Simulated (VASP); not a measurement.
A run of VASP 6.6.1:

POSCAR

```
BN
1.0
    2.5602465164      0.0000000000      0.0000000000
   -1.2801232582      2.2172385231      0.0000000000
    0.0000000000      0.0000000000      4.2348548400
B N
2 2
Direct
    0.6666666667      0.3333333333      0.0001583200
    0.3333333333      0.6666666667      0.5001583200
    0.6666666667      0.3333333333      0.3748416800
    0.3333333333      0.6666666667      0.8748416800
```

Contents of INCAR.step1:

```
ALGO = Normal
EDIFF = 1E-5
ENCUT = 910
GGA = PE
GGA_COMPAT = False
ISMEAR = -1
LASPH = True
LCHARG = False
LREAL = False
LWAVE = True
NBANDS = 16
NELM = 120
PREC = Accurate
SIGMA = 0.02
```

INCAR.step2

```
ALGO = Normal
EDIFF = 1E-6
ENCUT = 910
GGA_COMPAT = False
ISIF = 2
ISMEAR = -1
ISTART = 1
LASPH = True
LCHARG = False
LMIXTAU = True
LREAL = False
LWAVE = False
METAGGA = R2SCAN
NBANDS = 16
NELM = 120
PREC = Accurate
SIGMA = 0.02
```

The input KPOINTS:

```
k-points
0
Gamma
  12 12 8
```

Potentials or basis: VASP PAW PBE potentials, release 64 (B_h, N_h).

Command:

```console
$ cat potpaw_PBE.64/B_h/POTCAR potpaw_PBE.64/N_h/POTCAR > POTCAR
$ cp INCAR.step1 INCAR
$ mpirun -np 1 vasp_std > vasp.out
$ cp INCAR.step2 INCAR
$ mpirun -np 1 vasp_std > vasp.out
```

Hardware: 1 thread of Intel(R) Xeon(R) 6975P-C (Granite Rapids), with other jobs on the host.

Question: Estimate the wall time of this run.

Answer: Wall time 2.3 min on 1 thread of Intel(R) Xeon(R) 6975P-C (Granite Rapids), on a shared host, peak memory 0.22 GiB. Counts: k points 95.
